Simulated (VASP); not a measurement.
# PbS (zincblende type): relaxation of cell and atoms with PBE

PbS (zincblende type):

```
Pb S
1.0
     0.00000    2.71297    2.71297
     2.71297    0.00000    2.71297
     2.71297    2.71297    0.00000
Pb S
1 1
Direct
  0.00000 0.00000 0.00000
  0.25000 0.25000 0.25000
```

| Property | Result |
| --- | --- |
| Program | VASP 6.6.1 |
| Task | relaxation of cell and atoms |
| Functional | PBE |
| Potentials or basis | VASP PAW PBE potentials, release 64 (Pb_d, S) |
| Cutoff | 600 eV |
| k mesh | 13 × 13 × 13 |
| Occupations | fermi-dirac, width 0.05 eV |
| Spin | no spin polarisation |
| Target pressure | 68 GPa |
| Dipole correction | no |
| Further INCAR settings | ALGO = Normal; EDIFF = 1e-06; IBRION = 2; EDIFFG = -0.005; NSW = 32; ISIF = 3 |

```json
{
  "Relaxed volume": "19.95 Å³/atom",
  "Relaxed cell": "a = 3.836 Å, b = 3.836 Å, c = 3.836 Å, α = 60.00°, β = 60.00°, γ = 60.00°",
  "Space group after relaxing (to 0.05 Å)": "F-43m (No. 216)",
  "Energy change on relaxing (the enthalpy is what falls)": "+7.1 meV/atom",
  "Ionic steps": "3",
  "Pressure after relaxing": "68.0 GPa",
  "Band gap on the k mesh": "zero (band 10 reaches 10.68 eV, above the bottom of band 11 at 9.24 eV)"
}
```

Step by step:
```csv
step,energy change (eV),largest force (eV/Å),pressure (GPa),volume (Å³)
1,0.0000,0.0000,67.80,39.94
2,0.0616,0.0000,68.67,39.79
3,0.0142,0.0000,68.01,39.90
```

Final structure:
```xyz
2
Lattice="0.0000 2.7122 2.7122 2.7122 0.0000 2.7122 2.7122 2.7122 0.0000" Properties=species:S:1:pos:R:3 pbc="T T T"
Pb    0.0000    0.0000    0.0000
S     1.3561    1.3561    1.3561
```

Levels at points of the mesh, in eV from the Fermi level:
```csv
k point,band 7,band 8,band 9,band 10,band 11,band 12,band 13,band 14
"(0.00, 0.00, 0.00)",-4.21,-3.68,-3.68,-3.68,1.59,1.59,1.59,6.08
```

Wall time 35 s on 1 thread of Intel(R) Xeon(R) 6975P-C (Granite Rapids), on a shared host, peak memory 0.22 GiB.

Caveat: the cell is relaxed towards a set pressure, so the enthalpy falls and the energy may rise; spin-orbit coupling is left out, which moves the levels of the heavy elements.
